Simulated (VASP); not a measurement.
# Al (Fm-3m) in VASP: notebook

Runs on Al. Level: LDA. Tasks: single point.

Program: VASP 6.6.1. These are calculated values, not measurements. Logs are shortened: lines on timing, memory, paths and dates and some standing lists are left out, and cuts for length are marked.

### 1 The cell of the first run

Symmetry: Fm-3m, No. 225, cubic system. The conventional cell has a = 4.039 Å, b = 4.039 Å, c = 4.039 Å, α = 90.00°, β = 90.00°, γ = 90.00°. Within 3.8 Å of Al (site symmetry m-3m) lie 12 Al at 2.86 Å.

### 2 Single point, LDA

File INCAR:

```
SYSTEM = Al
PREC = Accurate
ENCUT = 520
EDIFF = 1E-6
ISMEAR = 0
SIGMA = 0.1
LREAL = .FALSE.
LASPH = .TRUE.
NELM = 100
ALGO = Normal
ISIF = 2
LWAVE = .FALSE.
LCHARG = .TRUE.
GGA = CA
LELF = .TRUE.
LVHAR = .TRUE.
NBANDS = 8
```

File KPOINTS:

```
regular mesh
0
G
  8 8 8
  0 0 0
```

File POSCAR:

```
Al
1.0
    0.0000000000      2.0194648500      2.0194648500
    2.0194648500      0.0000000000      2.0194648500
    2.0194648500      2.0194648500      0.0000000000
Al
1
Direct
    0.0000000000      0.0000000000      0.0000000000
```

Potentials or basis: VASP PAW LDA potentials, release 64 (Al).

Launch:

```
$ cat potpaw_LDA.64/Al/POTCAR > POTCAR
$ mpirun -np 1 vasp_std > vasp.out
```

OUTCAR:

```text
SYSTEM = Al
   PREC = Accurate
   ENCUT = 520
   EDIFF = 1E-6
   ISMEAR = 0
   LREAL = .FALSE.
   LASPH = .TRUE.
   NELM = 100
   ISIF = 2
   GGA = CA

 ion  position               nearest neighbor table
   1  0.000  0.000  0.000-

  LATTYP: Found a face centered cubic cell.
 ALAT       =     4.0389297000

  Lattice vectors:

 A1 = (   0.0000000000,   2.0194648500,   2.0194648500)
 A2 = (   2.0194648500,   0.0000000000,   2.0194648500)
 A3 = (   2.0194648500,   2.0194648500,   0.0000000000)

Analysis of symmetry for initial positions (statically):
=====================================================================
 Subroutine PRICEL returns:
 Original cell was already a primitive cell.

 Routine SETGRP: Setting up the symmetry group for a
 face centered cubic supercell.

 Subroutine GETGRP returns: Found 48 space group operations
 (whereof 48 operations were pure point group operations)
 out of a pool of 48 trial point group operations.

The static configuration has the point symmetry O_h .

Analysis of symmetry for dynamics (positions and initial velocities):
=====================================================================
 Subroutine PRICEL returns:
 Original cell was already a primitive cell.

 Routine SETGRP: Setting up the symmetry group for a
 face centered cubic supercell.

 Subroutine GETGRP returns: Found 48 space group operations
 (whereof 48 operations were pure point group operations)
 out of a pool of 48 trial point group operations.

The dynamic configuration has the point symmetry O_h .

 Subroutine INISYM returns: Found 48 space group operations
 (whereof 48 operations are pure point group operations),
 and found     1 'primitive' translations

----------------------------------------------------------------------------------------

                                     Primitive cell

  volume of cell :      16.4717

  direct lattice vectors                    reciprocal lattice vectors
     0.000000000  2.019464850  2.019464850    -0.247590346  0.247590346  0.247590346
     2.019464850  0.000000000  2.019464850     0.247590346 -0.247590346  0.247590346
     2.019464850  2.019464850  0.000000000     0.247590346  0.247590346 -0.247590346

  length of vectors
     2.855954580  2.855954580  2.855954580     0.428839058  0.428839058  0.428839058

  position of ions in fractional coordinates (direct lattice)
     0.000000000  0.000000000  0.000000000

  ion indices of the primitive-cell ions
   primitive index   ion index
                 1           1

----------------------------------------------------------------------------------------

 KPOINTS: regular mesh

Automatic generation of k-mesh.
 Grid dimensions read from file:
 generate k-points for:    8    8    8

 Generating k-lattice:

  Cartesian coordinates                     Fractional coordinates (reciprocal lattice)
    -0.030948793  0.030948793  0.030948793     0.125000000  0.000000000  0.000000000
     0.030948793 -0.030948793  0.030948793     0.000000000  0.125000000  0.000000000
     0.030948793  0.030948793 -0.030948793     0.000000000  0.000000000  0.125000000

  Length of vectors
     0.053604882  0.053604882  0.053604882

  Shift w.r.t. Gamma in fractional coordinates (k-lattice)
     0.000000000  0.000000000  0.000000000

 Subroutine IBZKPT returns following result:
 ===========================================

 Found     29 irreducible k-points:

 Following reciprocal coordinates:
            Coordinates               Weight
  0.000000  0.000000  0.000000      1.000000
  0.125000  0.000000  0.000000      8.000000
  0.250000  0.000000  0.000000      8.000000
  0.375000  0.000000  0.000000      8.000000
  0.500000  0.000000  0.000000      4.000000
  0.125000  0.125000  0.000000      6.000000
[... 16 lines left out ...]
  0.500000  0.250000  0.125000     48.000000
 -0.375000  0.250000  0.125000     24.000000
 [... further k-points ...]
   k-points           NKPTS =     29   k-points in BZ     NKDIM =     29   number of bands    NBANDS=      8
   number of dos      NEDOS =    301   number of ions     NIONS =      1
   total plane-waves  NPLWV =  13824
   dimension x,y,z NGX =    24 NGY =   24 NGZ =   24
   dimension x,y,z NGXF=    48 NGYF=   48 NGZF=   48
   ions per type =               1
   NGX,Y,Z   is equivalent  to a cutoff of  13.97, 13.97, 13.97 a.u.
   NGXF,Y,Z  is equivalent  to a cutoff of  27.94, 27.94, 27.94 a.u.
 SYSTEM =  Al
   PREC   = accura    normal or accurate (medium, high low for compatibility)
   ISTART =      0    job   : 0-new  1-cont  2-samecut
   ICHARG =      2    charge: 1-file 2-atom 10-const
   ISPIN  =      1    spin polarized calculation?
   LNONCOLLINEAR =      F non collinear calculations
   LSORBIT =      F    spin-orbit coupling
   LASPH  =      T    aspherical Exc in radial PAW
   ENCUT  =  520.0 eV  38.22 Ry    6.18 a.u.   5.31  5.31  5.31*2*pi/ulx,y,z
   NELM   =    100;   NELMIN=  2; NELMDL= -5     # of ELM steps
   EDIFF  = 0.1E-05   stopping-criterion for ELM
   LREAL  =      F    real-space projection
   EDIFFG = 0.1E-04   stopping-criterion for IOM
   NSW    =      0    number of steps for IOM
   IBRION =     -1    ionic relax: 0-MD 1-quasi-New 2-CG
   NFREE  =      0    steps in history (QN), initial steepest desc. (CG)
   ISIF   =      2    stress and relaxation
   ISYM   =      2    0-nonsym 1-usesym 2-fastsym
   POTIM  = 0.5000    time-step for ionic-motion
   TEBEG  =    0.0;   TEEND  =   0.0 temperature during run
   PSTRESS=    0.0 pullay stress
   NELECT =       3.0000    total number of electrons
   NUPDOWN=      -1.0000    fix difference up-down
   EMIN   =  10.00;   EMAX   =-10.00  energy-range for DOS
   EFERMI =   0.00;   METHOD = LEGACY
   ISMEAR =     0;   SIGMA  =   0.10  broadening in eV -4-tet -1-fermi 0-gaus
   EFERMI_NEDOS =   21; number of points for ismear=-14 and -15
   IALGO  =     38    algorithm
   IMIX   =      4    mixing-type and parameters
     AMIX     =   0.40;   BMIX     =  1.00
     AMIX_MAG =   1.60;   BMIX_MAG =  1.00
  volume/ion in A,a.u.               =      16.47       111.16
  Fermi-wavevector in a.u.,A,eV,Ry     =   0.927974  1.753616 11.716453  0.861135
  Thomas-Fermi vector in A             =   2.054101
   LORBIT       =      0    0 simple, 1 ext, 2 COOP (PROOUT), +10 PAW based schemes
   GGA     = CA    functional components
   LHFCALC =     F    Hartree Fock is set to
   AEXX    =    0.0000 exact exchange contribution
   IVDW    =     0    specifies the selected vdW correction
   LEPSILON=     F    determine dielectric tensor
   LRPA    =     F    only Hartree local field effects (RPA)
 non-spin polarized calculation
 Gauss-broadening in eV      SIGMA  =   0.10
  energy-cutoff  :      520.00
  volume of cell :       16.47
 maximum number of plane-waves:       459
 NGX is ok and might be reduce to    24
   NGX = 11   NGY = 11   NGZ = 11

 number of electron       3.0000000 magnetization

 Free energy of the ion-electron system (eV)
  ---------------------------------------------------
  ext. energy  EPLUGINS =         0.00000000
  ---------------------------------------------------
  free energy    TOTEN  =        -4.18080479 eV

  energy without entropy =       -4.17772483  energy(sigma->0) =       -4.17926481

 E-fermi :   7.8706     XC(G=0): -10.3492

 val. band max:        7.5000020874   @ k =  -0.2500   0.3750   0.1250
 cond. band min:       7.9459253823   @ k =   0.5000   0.2500   0.1250
 fundamental gap:      0.4459232949
 Fermi energy:         7.8705567717

 k-point     1 :       0.0000    0.0000    0.0000
  band No.  band energies     occupation
      1      -3.3018      2.00000
      2      20.3912      0.00000
      3      20.3912      0.00000
      4      20.3912      0.00000
      5      21.7234      0.00000
      6      21.7234      0.00000
      7      21.7234      0.00000
      8      24.4371      0.00000

 k-point     2 :       0.1250    0.0000    0.0000
  band No.  band energies     occupation
      1      -2.8780      2.00000
      2      16.0910      0.00000
      3      19.4072      0.00000
      4      19.4072      0.00000
      5      22.4649      0.00000
      6      23.2795      0.00000
      7      23.2795      0.00000
      8      25.3926      0.00000

 k-point     3 :       0.2500    0.0000    0.0000
  band No.  band energies     occupation
      1      -1.6145      2.00000
      2      11.2363      0.00000
      3      18.6350      0.00000
      4      18.6350      0.00000
      5      22.1468      0.00000
      6      22.4494      0.00000
      7      22.4494      0.00000
      8      26.5794      0.00000

 k-point     4 :       0.3750    0.0000    0.0000
  band No.  band energies     occupation
      1       0.4666      2.00000
      2       6.9436      2.00000
      3      18.5402      0.00000
      4      18.5402      0.00000
      5      20.4847      0.00000
      6      20.4847      0.00000
      7      22.2355      0.00000
      8      24.5126      0.00000

 k-point     5 :       0.5000    0.0000    0.0000
  band No.  band energies     occupation
      1       3.2544      2.00000
      2       3.4134      2.00000
      3      19.0639      0.00000
      4      19.0639      0.00000
      5      19.2545      0.00000
      6      19.2545      0.00000
      7      22.9621      0.00000
      8      23.0744      0.00000
[... 177 lines left out ...]
 k-point    22 :       0.3750    0.2500    0.1250
  band No.  band energies     occupation
      1      -0.5010      2.00000
      2      11.6588      0.00000
      3      13.0234      0.00000
      4      16.5349      0.00000
      5      19.9156      0.00000
      6      21.6102      0.00000
      7      24.6531      0.00000
      8      27.9511      0.00000

 k-point    23 :       0.5000    0.2500    0.1250
  band No.  band energies     occupation
      1       1.5626      2.00000
      2       7.9459      0.28648
      3      12.3631      0.00000
      4      14.4037      0.00000
      5      20.5170      0.00000
      6      22.5869      0.00000
      7      24.6913      0.00000
      8      28.6283      0.00000

 k-point    24 :      -0.3750    0.2500    0.1250
  band No.  band energies     occupation
      1       4.2976      2.00000
      2       4.5067      2.00000
      3      12.7870      0.00000
      4      13.1863      0.00000
      5      21.0200      0.00000
      6      21.4835      0.00000
      7      27.9177      0.00000
      8      28.2660      0.00000

 [... further k-points ...]
[... 5 lines left out ...]
  --------------------------------------------------------------------------------------
  -------------------------------------------------------------------------------------
  Total       -0.3180043     -0.3180043     -0.3180043     -0.0000000     -0.0000000      0.0000000
  in kB      -30.9317644    -30.9317644    -30.9317644     -0.0000000     -0.0000000      0.0000000
  external PRESSURE =     -30.9317644 kB  Pullay stress =       0.0000000 kB

 VOLUME and BASIS-vectors are now :
 -----------------------------------------------------------------------------
  energy-cutoff  :      520.00
  volume of cell :       16.47
      direct lattice vectors                 reciprocal lattice vectors
     0.000000000  2.019464850  2.019464850    -0.247590346  0.247590346  0.247590346
     2.019464850  0.000000000  2.019464850     0.247590346 -0.247590346  0.247590346
     2.019464850  2.019464850  0.000000000     0.247590346  0.247590346 -0.247590346

 POSITION                                       TOTAL-FORCE (eV/Angst)
 -----------------------------------------------------------------------------------
      0.00000      0.00000      0.00000         0.000000      0.000000      0.000000
 -----------------------------------------------------------------------------------
    total drift:                               -0.000000      0.000000     -0.000000

  FREE ENERGIE OF THE ION-ELECTRON SYSTEM (eV)
  ---------------------------------------------------
  free  energy   TOTEN  =        -4.1808047921 eV

  energy  without entropy=       -4.1777248343  energy(sigma->0) =       -4.17926481
```

It took 3.2 s on 1 thread of Intel Xeon Platinum 8375C at 2.90GHz (Ice Lake), shared host; peak memory 0.12 GiB.

What came out:

- Free energy: -4.1808 eV
- Pressure: -3.1 GPa

Levels at points of the mesh, in eV from the Fermi level:
| k point | band 1 | band 2 | band 3 | band 4 | band 5 |
| --- | --- | --- | --- | --- | --- |
| (0.00, 0.00, 0.00) | -11.17 | 12.52 | 12.52 | 12.52 | 13.85 |
| (0.50, 0.00, 0.00) | -4.62 | -4.46 | 11.19 | 11.19 | 11.38 |
| (0.50, 0.50, 0.00) | -2.96 | -1.68 | 5.24 | 5.48 | 5.48 |

### 3 Single point, LDA

This run uses another cell than the first one, of 15.80 Å³/atom, 0.959 times its volume.

File INCAR:

```
SYSTEM = Al
PREC = Accurate
ENCUT = 520
EDIFF = 1E-7
ISMEAR = 0
SIGMA = 0.1
LREAL = .False.
LASPH = .True.
NELM = 60
ALGO = Normal
ISIF = 2
LWAVE = .False.
LCHARG = .False.
NBANDS = 8
```

File KPOINTS:

```
Automatic mesh
0
Gamma
  18 18 18
  0 0 0
```

File POSCAR:

```
Al
1.0
    0.0000000000      1.9918063437      1.9918063437
    1.9918063437      0.0000000000      1.9918063437
    1.9918063437      1.9918063437      0.0000000000
Al
1
Direct
    0.0000000000      0.0000000000      0.0000000000
```

Potentials or basis: VASP PAW LDA potentials, release 64 (Al).

Launch:

```
$ cat potpaw_LDA.64/Al/POTCAR > POTCAR
$ mpirun -np 1 vasp_std > vasp.out
```

It took 15 s on 1 thread of Intel Xeon Platinum 8375C at 2.90GHz (Ice Lake), shared host; peak memory 0.13 GiB.

Results (log left out):

- Free energy: -4.1901 eV
- Pressure: 0.1 GPa

Levels at points of the mesh, in eV from the Fermi level:
| k point | band 1 | band 2 | band 3 | band 4 | band 5 | band 6 |
| --- | --- | --- | --- | --- | --- | --- |
| (0.00, 0.00, 0.00) | -11.39 | 12.81 | 12.81 | 12.81 | 14.47 | 14.47 |
| (0.50, 0.00, 0.00) | -4.71 | -4.44 | 11.64 | 11.64 | 11.71 | 11.71 |
| (0.50, 0.50, 0.00) | -2.99 | -1.61 | 5.31 | 5.75 | 5.75 | 9.37 |

### 4 Single point, LDA

This run uses another cell than the first one, of 15.80 Å³/atom, 0.959 times its volume.

INCAR is that of step 3.

KPOINTS is that of step 3.

File POSCAR:

```
Al
1.0
    0.0000000000      1.9918063439      1.9918063439
    1.9918063439      0.0000000000      1.9918063439
    1.9918063439      1.9918063439      0.0000000000
Al
1
Direct
    0.0000000000      0.0000000000      0.0000000000
```

Launch:

```
$ cat potpaw_LDA.64/Al/POTCAR > POTCAR
$ mpirun -np 1 vasp_std > vasp.out
```

Run time: 6.4 s. Hardware: 1 thread of Intel Xeon 6975P-C (Granite Rapids), shared host; peak memory 0.13 GiB.

It converged, with:

```
Free energy : -4.1901 eV
Pressure    : 0.1 GPa
```

Levels at points of the mesh, in eV from the Fermi level:
```tsv
k point	band 1	band 2	band 3	band 4
(0.00, 0.00, 0.00)	-11.39	12.81	12.81	12.81
(0.50, 0.00, 0.00)	-4.71	-4.44	11.64	11.64
(0.50, 0.50, 0.00)	-2.99	-1.61	5.31	5.75
```

### 5 Single point, LDA

This run uses another cell than the first one, of 15.80 Å³/atom, 0.959 times its volume.

File INCAR:

```
PREC = Accurate ; ENCUT = 520
EDIFF = 1E-6 ; ISMEAR = 0
SIGMA = 0.1 ; LREAL = F
LASPH = T ; NELM = 100
ALGO = Normal ; ISIF = 2
LWAVE = F ; LCHARG = T
GGA = CA ; LELF = T
LVHAR = T ; NBANDS = 8
ISYM = 0
```

File KPOINTS:

```
regular mesh
0
Gamma
  12 12 15
```

File POSCAR:

```
Al
1.0
    2.8168395449      0.0000000000      0.0000000000
   -1.4084197725      2.4394546043      0.0000000000
    1.4084197725      0.8131515348      2.2999398575
Al
1
Direct
    0.0000000000      0.0000000000      0.0000000000
```

Launch:

```
$ cat potpaw_LDA.64/Al/POTCAR > POTCAR
$ mpirun -np 1 vasp_std > vasp.out
```

It used 180 s of CPU time on 1 thread of AMD EPYC 7R13 Processor (Zen 3), on a shared host.

The run converged, but its numbers aren't listed here, since they failed a check.
